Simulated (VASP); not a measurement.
# CdF2 (Fm-3m) in VASP: notebook

CdF2 is run at these levels: r2SCAN; tasks: single point, relaxation of cell and atoms.

Program: VASP 6.6.1. These are calculated values, not measurements. Logs are shortened: lines on timing, memory, paths and dates and some standing lists are left out, and cuts for length are marked.

## 1. The cell of the first run

It takes space group Fm-3m (No. 225, cubic). Conventional cell: a = 5.388 Å, b = 5.388 Å, c = 5.388 Å, α = 90.00°, β = 90.00°, γ = 90.00°. Cd (site symmetry m-3m) has 8 F at 2.33 Å within 3.1 Å. F (site symmetry -43m) has 4 Cd at 2.33 Å and 6 F at 2.69 Å within 3.1 Å.

## 2. Single point, r2SCAN

POSCAR reads:

```
CdF2
1.0
    0.0000000000      2.6940000000      2.6940000000
    2.6940000000      0.0000000000      2.6940000000
    2.6940000000      2.6940000000      0.0000000000
Cd F
1 2
Direct
    0.0000000000      0.0000000000      0.0000000000
    0.2500000000      0.2500000000      0.2500000000
    0.7500000000      0.7500000000      0.7500000000
```

INCAR.step1 reads:

```
SYSTEM = CdF2
PREC     = Accurate       ! precision mode
ENCUT    = 520            ! plane-wave cutoff, eV
ISMEAR   = 0              ! smearing method
SIGMA    = 0.01           ! smearing width, eV
LREAL    = .False.        ! projectors in reciprocal space
LASPH    = .True.         ! aspherical terms in the spheres
NELM     = 100            ! most SCF steps
NBANDS   = 20             ! bands
GGA      = PE             ! functional
ALGO     = Normal         ! electronic algorithm
EDIFF    = 1E-4           ! SCF threshold, eV
LWAVE    = .True.         ! write WAVECAR
LCHARG   = .False.        ! write CHGCAR
```

INCAR.step2 reads:

```
SYSTEM = CdF2
PREC     = Accurate       ! precision mode
ENCUT    = 520            ! plane-wave cutoff, eV
EDIFF    = 1E-6           ! SCF threshold, eV
ISMEAR   = 0              ! smearing method
SIGMA    = 0.01           ! smearing width, eV
LREAL    = .False.        ! projectors in reciprocal space
LASPH    = .True.         ! aspherical terms in the spheres
NELM     = 100            ! most SCF steps
ALGO     = Normal         ! electronic algorithm
ISIF     = 2              ! what is computed and relaxed
LWAVE    = .False.        ! write WAVECAR
LCHARG   = .False.        ! write CHGCAR
METAGGA  = R2SCAN         ! meta-GGA
LMIXTAU  = .True.       
NBANDS   = 20             ! bands
ISTART   = 1
```

KPOINTS reads:

```
regular mesh
0
Gamma
  8 8 8
  0 0 0
```

Potentials or basis: VASP PAW PBE potentials, release 64 (Cd, F).

Command:

```
cat potpaw_PBE.64/Cd/POTCAR potpaw_PBE.64/F/POTCAR > POTCAR
cp INCAR.step1 INCAR
mpirun -np 1 vasp_std > vasp.out
cp INCAR.step2 INCAR
mpirun -np 1 vasp_std > vasp.out
```

OUTCAR:

```text
SYSTEM = CdF2
   PREC = Accurate
   ENCUT = 520
   EDIFF = 1E-6
   ISMEAR = 0
   LREAL = .False.
   LASPH = .True.
   NELM = 100
   ISIF = 2
   METAGGA = R2SCAN
   ISTART = 1

 ion  position               nearest neighbor table
   1  0.000  0.000  0.000-   3 2.33   3 2.33   3 2.33   2 2.33   3 2.33   2 2.33   2 2.33   2 2.33

   2  0.250  0.250  0.250-   1 2.33   1 2.33   1 2.33   1 2.33
   3  0.750  0.750  0.750-   1 2.33   1 2.33   1 2.33   1 2.33

  LATTYP: Found a face centered cubic cell.
 ALAT       =     5.3880000000

  Lattice vectors:

 A1 = (   0.0000000000,   2.6940000000,   2.6940000000)
 A2 = (   2.6940000000,   0.0000000000,   2.6940000000)
 A3 = (   2.6940000000,   2.6940000000,   0.0000000000)

Analysis of symmetry for initial positions (statically):
=====================================================================
 Subroutine PRICEL returns:
 Original cell was already a primitive cell.

 Routine SETGRP: Setting up the symmetry group for a
 face centered cubic supercell.

 Subroutine GETGRP returns: Found 48 space group operations
 (whereof 48 operations were pure point group operations)
 out of a pool of 48 trial point group operations.

The static configuration has the point symmetry O_h .

Analysis of symmetry for dynamics (positions and initial velocities):
=====================================================================
 Subroutine PRICEL returns:
 Original cell was already a primitive cell.

 Routine SETGRP: Setting up the symmetry group for a
 face centered cubic supercell.

 Subroutine GETGRP returns: Found 48 space group operations
 (whereof 48 operations were pure point group operations)
 out of a pool of 48 trial point group operations.

The dynamic configuration has the point symmetry O_h .

 Subroutine INISYM returns: Found 48 space group operations
 (whereof 48 operations are pure point group operations),
 and found     1 'primitive' translations

----------------------------------------------------------------------------------------

                                     Primitive cell

  volume of cell :      39.1041

  direct lattice vectors                    reciprocal lattice vectors
     0.000000000  2.694000000  2.694000000    -0.185597624  0.185597624  0.185597624
     2.694000000  0.000000000  2.694000000     0.185597624 -0.185597624  0.185597624
     2.694000000  2.694000000  0.000000000     0.185597624  0.185597624 -0.185597624

  length of vectors
     3.809891337  3.809891337  3.809891337     0.321464515  0.321464515  0.321464515

  position of ions in fractional coordinates (direct lattice)
     0.000000000  0.000000000  0.000000000
     0.250000000  0.250000000  0.250000000
     0.750000000  0.750000000  0.750000000

  ion indices of the primitive-cell ions
   primitive index   ion index
                 1           1
                 2           2
                 3           3

----------------------------------------------------------------------------------------

 KPOINTS: regular mesh

Automatic generation of k-mesh.
 Grid dimensions read from file:
 generate k-points for:    8    8    8

 Generating k-lattice:

  Cartesian coordinates                     Fractional coordinates (reciprocal lattice)
    -0.023199703  0.023199703  0.023199703     0.125000000  0.000000000  0.000000000
     0.023199703 -0.023199703  0.023199703     0.000000000  0.125000000  0.000000000
     0.023199703  0.023199703 -0.023199703     0.000000000  0.000000000  0.125000000

  Length of vectors
     0.040183064  0.040183064  0.040183064

  Shift w.r.t. Gamma in fractional coordinates (k-lattice)
     0.000000000  0.000000000  0.000000000

 Subroutine IBZKPT returns following result:
 ===========================================

 Found     29 irreducible k-points:

 Following reciprocal coordinates:
            Coordinates               Weight
  0.000000  0.000000  0.000000      1.000000
  0.125000  0.000000  0.000000      8.000000
  0.250000  0.000000  0.000000      8.000000
  0.375000  0.000000  0.000000      8.000000
  0.500000  0.000000  0.000000      4.000000
  0.125000  0.125000  0.000000      6.000000
[... 16 lines left out ...]
  0.500000  0.250000  0.125000     48.000000
 -0.375000  0.250000  0.125000     24.000000
 [... further k-points ...]
   k-points           NKPTS =     29   k-points in BZ     NKDIM =     29   number of bands    NBANDS=     20
   number of dos      NEDOS =    301   number of ions     NIONS =      3
   total plane-waves  NPLWV =  21952
   dimension x,y,z NGX =    28 NGY =   28 NGZ =   28
   dimension x,y,z NGXF=    56 NGYF=   56 NGZF=   56
   ions per type =               1   2
   NGX,Y,Z   is equivalent  to a cutoff of  12.22, 12.22, 12.22 a.u.
   NGXF,Y,Z  is equivalent  to a cutoff of  24.44, 24.44, 24.44 a.u.
 SYSTEM =  CdF2
   PREC   = accura    normal or accurate (medium, high low for compatibility)
   ISTART =      1    job   : 0-new  1-cont  2-samecut
   ICHARG =      0    charge: 1-file 2-atom 10-const
   ISPIN  =      1    spin polarized calculation?
   LNONCOLLINEAR =      F non collinear calculations
   LSORBIT =      F    spin-orbit coupling
   LASPH  =      T    aspherical Exc in radial PAW
   ENCUT  =  520.0 eV  38.22 Ry    6.18 a.u.   7.08  7.08  7.08*2*pi/ulx,y,z
   NELM   =    100;   NELMIN=  2; NELMDL=  0     # of ELM steps
   EDIFF  = 0.1E-05   stopping-criterion for ELM
   LREAL  =      F    real-space projection
   EDIFFG = 0.1E-04   stopping-criterion for IOM
   NSW    =      0    number of steps for IOM
   IBRION =     -1    ionic relax: 0-MD 1-quasi-New 2-CG
   NFREE  =      0    steps in history (QN), initial steepest desc. (CG)
   ISIF   =      2    stress and relaxation
   ISYM   =      2    0-nonsym 1-usesym 2-fastsym
   POTIM  = 0.5000    time-step for ionic-motion
   TEBEG  =    0.0;   TEEND  =   0.0 temperature during run
   PSTRESS=    0.0 pullay stress
   NELECT =      26.0000    total number of electrons
   NUPDOWN=      -1.0000    fix difference up-down
   EMIN   =  10.00;   EMAX   =-10.00  energy-range for DOS
   EFERMI =   0.00;   METHOD = LEGACY
   ISMEAR =     0;   SIGMA  =   0.01  broadening in eV -4-tet -1-fermi 0-gaus
   EFERMI_NEDOS =   21; number of points for ismear=-14 and -15
   IALGO  =     38    algorithm
   IMIX   =      4    mixing-type and parameters
     AMIX     =   0.40;   BMIX     =  1.00
     AMIX_MAG =   1.60;   BMIX_MAG =  1.00
  volume/ion in A,a.u.               =      13.03        87.96
  Fermi-wavevector in a.u.,A,eV,Ry     =   1.428867  2.700166 27.778468  2.041660
  Thomas-Fermi vector in A             =   2.548882
   LORBIT       =      0    0 simple, 1 ext, 2 COOP (PROOUT), +10 PAW based schemes
   METAGGA = R2SCAN    functional components
   LHFCALC =     F    Hartree Fock is set to
   AEXX    =    0.0000 exact exchange contribution
   IVDW    =     0    specifies the selected vdW correction
   LEPSILON=     F    determine dielectric tensor
   LRPA    =     F    only Hartree local field effects (RPA)
 non-spin polarized calculation
 Gauss-broadening in eV      SIGMA  =   0.01
  energy-cutoff  :      520.00
  volume of cell :       39.10
 maximum number of plane-waves:      1067
   NGX = 15   NGY = 15   NGZ = 15

 number of electron      25.9999990 magnetization

 Free energy of the ion-electron system (eV)
  ---------------------------------------------------
  ext. energy  EPLUGINS =         0.00000000
  ---------------------------------------------------
  free energy    TOTEN  =       -33.71929337 eV

  energy without entropy =      -33.71929337  energy(sigma->0) =      -33.71929337

 E-fermi :  -1.7408     XC(G=0): -11.0482

 val. band max:       -1.8679330993   @ k =  -0.2500   0.5000   0.2500
 cond. band min:       1.8826044852   @ k =   0.0000   0.0000   0.0000
 fundamental gap:      3.7505375845
 Fermi energy:        -1.7408282579

 k-point     1 :       0.0000    0.0000    0.0000
  band No.  band energies     occupation
      1     -23.8074      2.00000
      2     -22.7410      2.00000
      3      -7.4972      2.00000
      4      -7.4972      2.00000
      5      -7.4972      2.00000
      6      -6.2589      2.00000
[... 12 lines left out ...]
     19      18.9937      0.00000
     20      18.9937      0.00000

 k-point     2 :       0.1250    0.0000    0.0000
  band No.  band energies     occupation
      1     -23.7596      2.00000
      2     -22.7831      2.00000
      3      -7.4372      2.00000
      4      -7.4372      2.00000
      5      -7.3289      2.00000
      6      -6.2774      2.00000
[... 12 lines left out ...]
     19      18.5779      0.00000
     20      18.5779      0.00000

 k-point     3 :       0.2500    0.0000    0.0000
  band No.  band energies     occupation
      1     -23.6308      2.00000
      2     -22.8996      2.00000
      3      -7.2986      2.00000
      4      -7.2986      2.00000
      5      -6.8762      2.00000
      6      -6.2933      2.00000
[... 12 lines left out ...]
     19      17.8632      0.00000
     20      18.3750      0.00000

 k-point     4 :       0.3750    0.0000    0.0000
  band No.  band energies     occupation
      1     -23.4523      2.00000
      2     -23.0626      2.00000
      3      -7.1843      2.00000
      4      -7.1842      2.00000
      5      -6.3069      2.00000
      6      -6.2421      2.00000
[... 12 lines left out ...]
     19      17.3114      0.00000
     20      17.9915      0.00000

 k-point     5 :       0.5000    0.0000    0.0000
  band No.  band energies     occupation
      1     -23.2883      2.00000
      2     -23.2196      2.00000
      3      -7.1495      2.00000
      4      -7.1494      2.00000
      5      -6.1900      2.00000
      6      -6.1900      2.00000
[... 12 lines left out ...]
     19      17.0925      0.00000
     20      17.6383      0.00000

 k-point     6 :       0.1250    0.1250    0.0000
  band No.  band energies     occupation
      1     -23.7454      2.00000
      2     -22.7953      2.00000
      3      -7.4090      2.00000
      4      -7.4090      2.00000
      5      -7.2842      2.00000
      6      -6.3405      2.00000
[... 12 lines left out ...]
     19      18.4246      0.00000
     20      19.1595      0.00000

 k-point     7 :       0.2500    0.1250    0.0000
  band No.  band energies     occupation
      1     -23.6471      2.00000
      2     -22.8821      2.00000
      3      -7.2825      2.00000
      4      -7.2811      2.00000
      5      -6.9423      2.00000
      6      -6.4257      2.00000
[... 12 lines left out ...]
     19      18.9086      0.00000
     20      19.6430      0.00000
[... 277 lines left out ...]
 k-point    20 :      -0.3750    0.3750    0.0000
  band No.  band energies     occupation
      1     -23.2866      2.00000
      2     -23.1854      2.00000
      3      -7.0612      2.00000
      4      -6.6466      2.00000
      5      -6.3486      2.00000
      6      -6.3257      2.00000
[... 12 lines left out ...]
     19      19.4873      0.00000
     20      20.2594      0.00000

 k-point    21 :       0.5000    0.5000    0.0000
  band No.  band energies     occupation
      1     -23.3611      2.00000
      2     -23.1025      2.00000
      3      -7.2599      2.00000
      4      -6.5219      2.00000
      5      -6.5219      2.00000
      6      -6.1485      2.00000
[... 12 lines left out ...]
     19      18.6354      0.00000
     20      20.7437      0.00000

 k-point    22 :       0.3750    0.2500    0.1250
  band No.  band energies     occupation
      1     -23.5412      2.00000
      2     -22.9726      2.00000
      3      -7.1579      2.00000
      4      -7.1155      2.00000
      5      -6.6014      2.00000
      6      -6.5307      2.00000
[... 12 lines left out ...]
     19      18.5285      0.00000
     20      21.1474      0.00000

 k-point    23 :       0.5000    0.2500    0.1250
  band No.  band energies     occupation
      1     -23.3977      2.00000
      2     -23.0988      2.00000
      3      -7.0640      2.00000
      4      -6.9609      2.00000
      5      -6.4971      2.00000
      6      -6.2580      2.00000
[... 12 lines left out ...]
     19      17.9010      0.00000
     20      21.1401      0.00000

 k-point    24 :      -0.3750    0.2500    0.1250
  band No.  band energies     occupation
      1     -23.2616      2.00000
      2     -23.2272      2.00000
      3      -7.0328      2.00000
      4      -6.9210      2.00000
      5      -6.3195      2.00000
      6      -6.2972      2.00000
[... 12 lines left out ...]
     19      17.6350      0.00000
     20      21.5737      0.00000

 [... further k-points ...]

------------------------ aborting loop because EDIFF is reached ----------------------------------------

  FORCE on cell =-STRESS in cart. coord.  units (eV):
  Direction    XX          YY          ZZ          XY          YZ          ZX
  --------------------------------------------------------------------------------------
  -------------------------------------------------------------------------------------
  Total        0.2486127      0.2486127      0.2486127      0.0000000      0.0000000      0.0000000
  in kB       10.1861767     10.1861767     10.1861767      0.0000000      0.0000000      0.0000000
  external PRESSURE =      10.1861767 kB  Pullay stress =       0.0000000 kB

 VOLUME and BASIS-vectors are now :
 -----------------------------------------------------------------------------
  energy-cutoff  :      520.00
  volume of cell :       39.10
      direct lattice vectors                 reciprocal lattice vectors
     0.000000000  2.694000000  2.694000000    -0.185597624  0.185597624  0.185597624
     2.694000000  0.000000000  2.694000000     0.185597624 -0.185597624  0.185597624
     2.694000000  2.694000000  0.000000000     0.185597624  0.185597624 -0.185597624

 POSITION                                       TOTAL-FORCE (eV/Angst)
 -----------------------------------------------------------------------------------
      0.00000      0.00000      0.00000         0.000000     -0.000000     -0.000000
      1.34700      1.34700      1.34700         0.000000     -0.000000      0.000000
      4.04100      4.04100      4.04100        -0.000000      0.000000     -0.000000
 -----------------------------------------------------------------------------------
    total drift:                                0.000000      0.000000      0.000000

  FREE ENERGIE OF THE ION-ELECTRON SYSTEM (eV)
  ---------------------------------------------------
  free  energy   TOTEN  =       -33.7192933654 eV

  energy  without entropy=      -33.7192933654  energy(sigma->0) =      -33.71929337
```

Wall time 71 s (1 thread of AMD EPYC 7R43 (Zen 3), shared host); peak memory 0.14 GiB.

Results:

- Free energy: -33.7193 eV
- Pressure: 1.0 GPa
- Band gap on the k mesh: 3.75 eV, indirect (least direct gap 4.25 eV)

Levels at points of the mesh, in eV from the valence-band top:
```csv
k point,band 9,band 10,band 11,band 12,band 13,band 14,band 15,band 16,band 17,band 18
"(0.00, 0.00, 0.00)",-0.99,-0.99,-0.50,-0.50,-0.50,3.75,13.61,13.61,13.61,17.92
"(0.50, 0.00, 0.00)",-2.29,-1.85,-1.85,-0.40,-0.40,7.99,9.70,15.60,15.60,18.96
"(0.50, 0.50, 0.00)",-2.97,-2.97,-0.51,-0.09,-0.09,8.88,10.55,12.18,15.30,15.30
```

Caveat: the PAW data sets were made with another functional, which shifts forces and pressure a little. A k mesh can miss the band edges.

## 3. Relaxation of cell and atoms, r2SCAN

POSCAR is that of step 2.

INCAR.step1 reads:

```
SYSTEM = CdF2
PREC = Accurate ; ENCUT = 600
ISMEAR = 0 ; SIGMA = 0.01
LREAL = .FALSE. ; LASPH = .TRUE.
NELM = 60 ; GGA = PE
ALGO = Normal ; EDIFF = 1E-4
LWAVE = .TRUE. ; LCHARG = .FALSE.
```

INCAR.step2 reads:

```
SYSTEM = CdF2
PREC = Accurate ; ENCUT = 600
EDIFF = 1E-6 ; ISMEAR = 0
SIGMA = 0.01 ; LREAL = .FALSE.
LASPH = .TRUE. ; NELM = 60
ALGO = Normal ; ISIF = 3
LWAVE = .FALSE. ; LCHARG = .FALSE.
METAGGA = R2SCAN ; LMIXTAU = .TRUE.
IBRION = 2 ; NSW = 100
EDIFFG = -0.003 ; ISTART = 1
```

KPOINTS reads:

```
regular mesh
0
G
  8 8 8
  0 0 0
```

Potentials or basis: VASP PAW PBE potentials, release 64 (Cd, F).

Command:

```
cat potpaw_PBE.64/Cd/POTCAR potpaw_PBE.64/F/POTCAR > POTCAR
cp INCAR.step1 INCAR
mpirun -np 1 vasp_std > vasp.out
cp INCAR.step2 INCAR
mpirun -np 1 vasp_std > vasp.out
```

Wall time 3.4 min (1 thread of AMD EPYC 7R43 (Zen 3), shared host); peak memory 0.15 GiB.

It converged, with:

```yaml
Free_energy: -33.7249 eV
Relaxed_volume: 13.13 Å³/atom
Relaxed_cell: a = 3.819 Å, b = 3.819 Å, c = 3.819 Å, α = 60.00°, β = 60.00°, γ = 60.00°
Space_group_after_relaxing_to_0.05_Å: Fm-3m (No. 225)
Energy_gained_by_relaxing: 0.2 meV/atom
Ionic_steps: 3
Pressure_after_relaxing: 0.0 GPa
Band_gap_on_the_k_mesh: 3.73 eV, indirect (least direct gap 4.24 eV)
```

Step by step:
```
step  energy change (eV)  largest force (eV/Å)  pressure (GPa)  volume (Å³)
   1              0.0000                0.0000            0.81        39.10
   2             -0.0006                0.0000           -0.29        39.48
   3             -0.0007                0.0000            0.01        39.38
```

Final structure:
```cif
data_structure
_symmetry_space_group_name_H-M 'P 1'
_symmetry_Int_Tables_number 1
_cell_length_a 3.8187
_cell_length_b 3.8187
_cell_length_c 3.8187
_cell_angle_alpha 60.000
_cell_angle_beta 60.000
_cell_angle_gamma 60.000
_cell_volume 39.38
loop_
_atom_site_label
_atom_site_type_symbol
_atom_site_fract_x
_atom_site_fract_y
_atom_site_fract_z
_atom_site_occupancy
Cd1 Cd 0.00000 0.00000 0.00000 1
F1 F 0.25000 0.25000 0.25000 1
F2 F 0.75000 0.75000 0.75000 1
```

Levels at points of the mesh, in eV from the valence-band top:
```csv
k point,band 10,band 11,band 12,band 13,band 14,band 15,band 16,band 17
"(0.00, 0.00, 0.00)",-0.97,-0.51,-0.51,-0.51,3.73,13.58,13.58,13.58
"(0.50, 0.00, 0.00)",-1.82,-1.82,-0.41,-0.41,7.93,9.68,15.53,15.53
"(0.50, 0.50, 0.00)",-2.93,-0.50,-0.09,-0.09,8.82,10.51,12.17,15.24
```

Caveat: the PAW data sets were made with another functional, which shifts forces and pressure a little. r2SCAN opens gaps a little over a GGA but as a rule still falls short of measured ones.
